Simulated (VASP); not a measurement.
# Pt (Fm-3m) in VASP: notebook

Pt is run at these levels: PBE; tasks: single point, relaxation of cell and atoms.

Everything below comes from runs of VASP 6.6.1. Logs are shortened: lines on timing, memory, paths and dates and some standing lists are left out, and cuts for length are marked.

**1. The cell of the first run**

It takes space group Fm-3m (No. 225, cubic). Conventional cell: a = 3.493 Å, b = 3.493 Å, c = 3.493 Å, α = 90.00°, β = 90.00°, γ = 90.00°. Pt (site symmetry m-3m) has 12 Pt at 2.47 Å within 3.3 Å.

**2. Single point, PBE (10.65 Å³/atom)**

The input, INCAR:

```
SYSTEM = Pt
  PREC = Accurate
  ENCUT = 520
  EDIFF = 1E-7
  ISMEAR = -1
  SIGMA = 0.05
  LREAL = .False.
  LASPH = .True.
  NELM = 60
  ALGO = Normal
  ISIF = 2
  LWAVE = .False.
  LCHARG = .True.
  GGA = PE
  LELF = .True.
  LVHAR = .True.
  NBANDS = 11
```

The input, KPOINTS:

```
regular mesh
0
Gamma
  19 19 19
  0 0 0
```

The input, POSCAR:

```
Pt
1.0
    0.0000000000      1.7464955840      1.7464955840
    1.7464955840      0.0000000000      1.7464955840
    1.7464955840      1.7464955840      0.0000000000
Pt
1
Direct
    0.0000000000      0.0000000000      0.0000000000
```

Potentials or basis: VASP PAW PBE potentials, release 64 (Pt).

Run with:

```console
> cat potpaw_PBE.64/Pt/POTCAR > POTCAR
> mpirun -np 1 vasp_std > vasp.out
```

OUTCAR:

```text
SYSTEM = Pt
   PREC = Accurate
   ENCUT = 520
   EDIFF = 1E-7
   ISMEAR = -1
   LREAL = .False.
   LASPH = .True.
   NELM = 60
   ISIF = 2
   GGA = PE

 ion  position               nearest neighbor table
   1  0.000  0.000  0.000-

  LATTYP: Found a face centered cubic cell.
 ALAT       =     3.4929911680

  Lattice vectors:

 A1 = (   0.0000000000,   1.7464955840,   1.7464955840)
 A2 = (   1.7464955840,   0.0000000000,   1.7464955840)
 A3 = (   1.7464955840,   1.7464955840,   0.0000000000)

Analysis of symmetry for initial positions (statically):
=====================================================================
 Subroutine PRICEL returns:
 Original cell was already a primitive cell.

 Routine SETGRP: Setting up the symmetry group for a
 face centered cubic supercell.

 Subroutine GETGRP returns: Found 48 space group operations
 (whereof 48 operations were pure point group operations)
 out of a pool of 48 trial point group operations.

The static configuration has the point symmetry O_h .

Analysis of symmetry for dynamics (positions and initial velocities):
=====================================================================
 Subroutine PRICEL returns:
 Original cell was already a primitive cell.

 Routine SETGRP: Setting up the symmetry group for a
 face centered cubic supercell.

 Subroutine GETGRP returns: Found 48 space group operations
 (whereof 48 operations were pure point group operations)
 out of a pool of 48 trial point group operations.

The dynamic configuration has the point symmetry O_h .

 Subroutine INISYM returns: Found 48 space group operations
 (whereof 48 operations are pure point group operations),
 and found     1 'primitive' translations

----------------------------------------------------------------------------------------

                                     Primitive cell

  volume of cell :      10.6545

  direct lattice vectors                    reciprocal lattice vectors
     0.000000000  1.746495584  1.746495584    -0.286287583  0.286287583  0.286287583
     1.746495584  0.000000000  1.746495584     0.286287583 -0.286287583  0.286287583
     1.746495584  1.746495584  0.000000000     0.286287583  0.286287583 -0.286287583

  length of vectors
     2.469917742  2.469917742  2.469917742     0.495864640  0.495864640  0.495864640

  position of ions in fractional coordinates (direct lattice)
     0.000000000  0.000000000  0.000000000

  ion indices of the primitive-cell ions
[... 79 lines left out ...]
   NFREE  =      0    steps in history (QN), initial steepest desc. (CG)
   ISIF   =      2    stress and relaxation
   ISYM   =      2    0-nonsym 1-usesym 2-fastsym
   POTIM  = 0.5000    time-step for ionic-motion
   TEBEG  =    0.0;   TEEND  =   0.0 temperature during run
   PSTRESS=    0.0 pullay stress
   NELECT =      10.0000    total number of electrons
   NUPDOWN=      -1.0000    fix difference up-down
   EMIN   =  10.00;   EMAX   =-10.00  energy-range for DOS
   EFERMI =   0.00;   METHOD = LEGACY
   ISMEAR =    -1;   SIGMA  =   0.05  broadening in eV -4-tet -1-fermi 0-gaus
   EFERMI_NEDOS =   21; number of points for ismear=-14 and -15
   IALGO  =     38    algorithm
   IMIX   =      4    mixing-type and parameters
     AMIX     =   0.40;   BMIX     =  1.00
     AMIX_MAG =   1.60;   BMIX_MAG =  1.00
  volume/ion in A,a.u.               =      10.65        71.90
  Fermi-wavevector in a.u.,A,eV,Ry     =   1.602866  3.028978 34.955828  2.569181
  Thomas-Fermi vector in A             =   2.699620
   LORBIT       =      0    0 simple, 1 ext, 2 COOP (PROOUT), +10 PAW based schemes
   GGA     = PE    functional components
   LHFCALC =     F    Hartree Fock is set to
   AEXX    =    0.0000 exact exchange contribution
   IVDW    =     0    specifies the selected vdW correction
   LEPSILON=     F    determine dielectric tensor
   LRPA    =     F    only Hartree local field effects (RPA)
 non-spin polarized calculation
  energy-cutoff  :      520.00
  volume of cell :       10.65
 maximum number of plane-waves:       298
   NGX =  9   NGY =  9   NGZ =  9

 number of electron      10.0000000 magnetization

 Free energy of the ion-electron system (eV)
  ---------------------------------------------------
  ext. energy  EPLUGINS =         0.00000000
  ---------------------------------------------------
  free energy    TOTEN  =        -3.35169763 eV

  energy without entropy =       -3.34294739  energy(sigma->0) =       -3.34732251

 E-fermi :  19.3977     XC(G=0): -15.6523

 val. band max:       19.3934683489   @ k =  -0.4737   0.1579   0.0526
 cond. band min:      19.4222868905   @ k =  -0.4211   0.3158   0.0526
 fundamental gap:      0.0288185416
 Fermi energy:        19.3977022487

 k-point     1 :       0.0000    0.0000    0.0000
  band No.  band energies     occupation
      1       4.6591      2.00000
      2      12.7808      2.00000
      3      12.7808      2.00000
      4      12.7808      2.00000
      5      16.5606      2.00000
      6      16.5606      2.00000
      7      32.0961      0.00000
      8      39.2129      0.00000
      9      39.2129      0.00000
     10      39.2129      0.00000
     11      45.9656      0.00000
[... 309 lines left out ...]
 k-point    24 :      -0.2632    0.0526    0.0000
  band No.  band energies     occupation
      1       7.6657      2.00000
      2      12.4950      2.00000
      3      13.2690      2.00000
      4      13.3681      2.00000
      5      16.5606      2.00000
      6      17.8241      2.00000
      7      32.4405      0.00000
      8      37.1692      0.00000
      9      44.2664      0.00000
     10      44.6573      0.00000
     11      46.9599      0.00000

 [... further k-points ...]

------------------------ aborting loop because EDIFF is reached ----------------------------------------

  FORCE on cell =-STRESS in cart. coord.  units (eV):
  Direction    XX          YY          ZZ          XY          YZ          ZX
  --------------------------------------------------------------------------------------
  -------------------------------------------------------------------------------------
  Total       17.4893755     17.4893755     17.4893755      0.0000000      0.0000000     -0.0000000
  in kB     2629.9798038   2629.9798038   2629.9798038      0.0000000      0.0000000     -0.0000000
  external PRESSURE =    2629.9798038 kB  Pullay stress =       0.0000000 kB

 VOLUME and BASIS-vectors are now :
 -----------------------------------------------------------------------------
  energy-cutoff  :      520.00
  volume of cell :       10.65
      direct lattice vectors                 reciprocal lattice vectors
     0.000000000  1.746495584  1.746495584    -0.286287583  0.286287583  0.286287583
     1.746495584  0.000000000  1.746495584     0.286287583 -0.286287583  0.286287583
     1.746495584  1.746495584  0.000000000     0.286287583  0.286287583 -0.286287583

 POSITION                                       TOTAL-FORCE (eV/Angst)
 -----------------------------------------------------------------------------------
      0.00000      0.00000      0.00000        -0.000000     -0.000000      0.000000
 -----------------------------------------------------------------------------------
    total drift:                               -0.000000      0.000000     -0.000000

  FREE ENERGIE OF THE ION-ELECTRON SYSTEM (eV)
  ---------------------------------------------------
  free  energy   TOTEN  =        -3.3516976283 eV

  energy  without entropy=       -3.3429473896  energy(sigma->0) =       -3.34732251
```

Run time: 34 s. Hardware: 1 thread of Intel Xeon 8259CL, shared host; peak memory 0.14 GiB.

What came out:

* Free energy: -3.3517 eV
* Pressure: 263.0 GPa
* Band gap on the k mesh: zero (bands 5 and 6 overlap by 4.05 eV)

Levels at points of the mesh, in eV from the Fermi level:
```tsv
k point	band 1	band 2	band 3	band 4	band 5	band 6	band 7	band 8	band 9	band 10
(0.00, 0.00, 0.00)	-14.74	-6.62	-6.62	-6.62	-2.84	-2.84	12.70	19.82	19.82	19.82
```

Caveat: the cell stands under pressure; spin-orbit coupling is left out, which moves the levels of the heavy elements.

**3. Single point, PBE**

The input, INCAR:

```
ALGO     = Normal         # electronic algorithm
EDIFF    = 1E-7           # SCF threshold, eV
ENCUT    = 520            # plane-wave cutoff, eV
GGA      = PE             # functional
ISIF     = 2              # what is computed and relaxed
ISMEAR   = -1             # smearing method
LASPH    = True           # aspherical terms in the spheres
LCHARG   = False          # write CHGCAR
LREAL    = False          # projectors in reciprocal space
LWAVE    = False          # write WAVECAR
NBANDS   = 11             # bands
NELM     = 100            # most SCF steps
PREC     = Accurate       # precision mode
SIGMA    = 0.05           # smearing width, eV
```

The input, KPOINTS:

```
k-points
0
Gamma
  19 19 19
```

The input, POSCAR:

```
Pt
1.0
    0.0000000000      1.7472383968      1.7472383968
    1.7472383968      0.0000000000      1.7472383968
    1.7472383968      1.7472383968      0.0000000000
Pt
1
Direct
    0.0000000000      0.0000000000      0.0000000000
```

Potentials or basis: VASP PAW PBE potentials, release 64 (Pt).

Run with:

```console
> cat potpaw_PBE.64/Pt/POTCAR > POTCAR
> mpirun -np 1 vasp_std > vasp.out
```

Run time: 35 s. Hardware: 1 thread of Intel Xeon 8259CL, shared host; peak memory 0.14 GiB.

Results (log left out):

| Quantity | Value |
| --- | --- |
| Free energy | -3.3740 eV |
| Pressure | 261.3 GPa |
| Band gap on the k mesh | zero (bands 5 and 6 overlap by 4.04 eV) |

Levels at points of the mesh, in eV from the Fermi level:
```
           k point  band 1  band 2  band 3  band 4  band 5  band 6  band 7  band 8  band 9  band 10
(0.00, 0.00, 0.00)  -14.72   -6.60   -6.60   -6.60   -2.83   -2.83   12.71   19.82   19.82    19.82
```

Caveat: the cell stands under pressure; spin-orbit coupling is left out, which moves the levels of the heavy elements.

**4. Single point, PBE**

The input, INCAR:

```
PREC = Accurate
ENCUT = 520
EDIFF = 1E-6
ISMEAR = -1
SIGMA = 0.05
LREAL = F
LASPH = T
NELM = 80
ALGO = Normal
ISIF = 2
LWAVE = F
LCHARG = F
GGA = PE
NBANDS = 11
```

The input, KPOINTS:

```
Automatic mesh
0
Gamma
  19 19 19
```

The input, POSCAR:

```
Pt
1.0
    0.0000000000      1.7470490844      1.7470490844
    1.7470490844      0.0000000000      1.7470490844
    1.7470490844      1.7470490844      0.0000000000
Pt
1
Direct
    0.0000000000      0.0000000000      0.0000000000
```

Run with:

```console
> cat potpaw_PBE.64/Pt/POTCAR > POTCAR
> mpirun -np 1 vasp_std > vasp.out
```

It took 35 s on 1 thread of Intel Xeon 8259CL, shared host; peak memory 0.14 GiB.

Results (log left out):

```
Free energy            : -3.3683 eV
Pressure               : 261.7 GPa
Band gap on the k mesh : zero (bands 5 and 6 overlap by 4.04 eV)
```

Levels at points of the mesh, in eV from the Fermi level:
| k point | band 2 | band 3 | band 4 | band 5 | band 6 | band 7 | band 8 | band 9 |
| --- | --- | --- | --- | --- | --- | --- | --- | --- |
| (0.00, 0.00, 0.00) | -6.61 | -6.61 | -6.61 | -2.83 | -2.83 | 12.71 | 19.82 | 19.82 |

Caveat: the cell stands under pressure; spin-orbit coupling is left out, which moves the levels of the heavy elements.

**5. Single point, PBE**

This run uses another cell than the first one, of 15.65 Å³/atom.

The input, INCAR:

```
ALGO     = Normal         # electronic algorithm
EDIFF    = 1E-6           # SCF threshold, eV
ENCUT    = 520            # plane-wave cutoff, eV
GGA      = PE             # functional
ISIF     = 2              # what is computed and relaxed
ISMEAR   = -1             # smearing method
LASPH    = T              # aspherical terms in the spheres
LCHARG   = F              # write CHGCAR
LREAL    = F              # projectors in reciprocal space
LWAVE    = F              # write WAVECAR
NBANDS   = 11             # bands
NELM     = 60             # most SCF steps
PREC     = Accurate       # precision mode
SIGMA    = 0.05           # smearing width, eV
```

The input, KPOINTS:

```
k-points
0
Gamma
  17 17 17
```

The input, POSCAR:

```
Pt
1.0
    0.0000000000      1.9851124870      1.9851124870
    1.9851124870      0.0000000000      1.9851124870
    1.9851124870      1.9851124870      0.0000000000
Pt
1
Direct
    0.0000000000      0.0000000000      0.0000000000
```

Potentials or basis: VASP PAW PBE potentials, release 64 (Pt).

Run with:

```console
> cat potpaw_PBE.64/Pt/POTCAR > POTCAR
> mpirun -np 1 vasp_std > vasp.out
```

OUTCAR:

```text
EDIFF = 1E-6
   ENCUT = 520
   GGA = PE
   ISIF = 2
   ISMEAR = -1
   LASPH = T
   LREAL = F
   NELM = 60
   PREC = Accurate

 ion  position               nearest neighbor table
   1  0.000  0.000  0.000-

  LATTYP: Found a face centered cubic cell.
 ALAT       =     3.9702249740

  Lattice vectors:

 A1 = (   0.0000000000,   1.9851124870,   1.9851124870)
 A2 = (   1.9851124870,   0.0000000000,   1.9851124870)
 A3 = (   1.9851124870,   1.9851124870,   0.0000000000)

Analysis of symmetry for initial positions (statically):
=====================================================================
 Subroutine PRICEL returns:
 Original cell was already a primitive cell.

 Routine SETGRP: Setting up the symmetry group for a
 face centered cubic supercell.

 Subroutine GETGRP returns: Found 48 space group operations
 (whereof 48 operations were pure point group operations)
 out of a pool of 48 trial point group operations.

The static configuration has the point symmetry O_h .

Analysis of symmetry for dynamics (positions and initial velocities):
[... 166 lines left out ...]
      1       0.7630      2.00000
      2       7.0051      2.00000
      3       7.0051      2.00000
      4       7.0051      2.00000
      5       9.0337      2.00000
      6       9.0337      2.00000
      7      25.3071      0.00000
      8      30.0671      0.00000
      9      30.0671      0.00000
     10      30.0671      0.00000
     11      35.2780      0.00000
[... 309 lines left out ...]
 k-point    24 :      -0.1176    0.0588    0.0000
  band No.  band energies     occupation
      1       1.5822      2.00000
      2       6.6647      2.00000
      3       7.2893      2.00000
      4       7.3176      2.00000
      5       8.7328      2.00000
      6       9.1101      2.00000
      7      26.4248      0.00000
      8      27.2395      0.00000
      9      30.3300      0.00000
     10      31.7549      0.00000
     11      35.3905      0.00000

 [... further k-points ...]

------------------------ aborting loop because EDIFF is reached ----------------------------------------

  FORCE on cell =-STRESS in cart. coord.  units (eV):
  Direction    XX          YY          ZZ          XY          YZ          ZX
  --------------------------------------------------------------------------------------
  -------------------------------------------------------------------------------------
  Total       -0.0473000     -0.0473000     -0.0473000      0.0000000      0.0000000     -0.0000000
  in kB       -4.8437979     -4.8437979     -4.8437979      0.0000000      0.0000000     -0.0000000
  external PRESSURE =      -4.8437979 kB  Pullay stress =       0.0000000 kB

 VOLUME and BASIS-vectors are now :
 -----------------------------------------------------------------------------
  energy-cutoff  :      520.00
  volume of cell :       15.65
      direct lattice vectors                 reciprocal lattice vectors
     0.000000000  1.985112487  1.985112487    -0.251874895  0.251874895  0.251874895
     1.985112487  0.000000000  1.985112487     0.251874895 -0.251874895  0.251874895
     1.985112487  1.985112487  0.000000000     0.251874895  0.251874895 -0.251874895

 POSITION                                       TOTAL-FORCE (eV/Angst)
 -----------------------------------------------------------------------------------
      0.00000      0.00000      0.00000         0.000000      0.000000      0.000000
 -----------------------------------------------------------------------------------
    total drift:                               -0.000000      0.000000      0.000000

  FREE ENERGIE OF THE ION-ELECTRON SYSTEM (eV)
  ---------------------------------------------------
  free  energy   TOTEN  =        -6.1088392884 eV

  energy  without entropy=       -6.0931457900  energy(sigma->0) =       -6.10099254
```

Wall time 33 s (1 thread of Intel Xeon 8259CL, shared host); peak memory 0.16 GiB.

What came out:

| Property | Result |
| --- | --- |
| Free energy | -6.1088 eV |
| Pressure | -0.5 GPa |
| Band gap on the k mesh | zero (bands 5 and 6 overlap by 2.05 eV) |

Levels at points of the mesh, in eV from the Fermi level:
```csv
k point,band 3,band 4,band 5,band 6,band 7,band 8
"(0.00, 0.00, 0.00)",-3.56,-3.56,-1.53,-1.53,14.74,19.50
```

Caveat: spin-orbit coupling is left out, which moves the levels of the heavy elements.

[end of part 1 of 2]
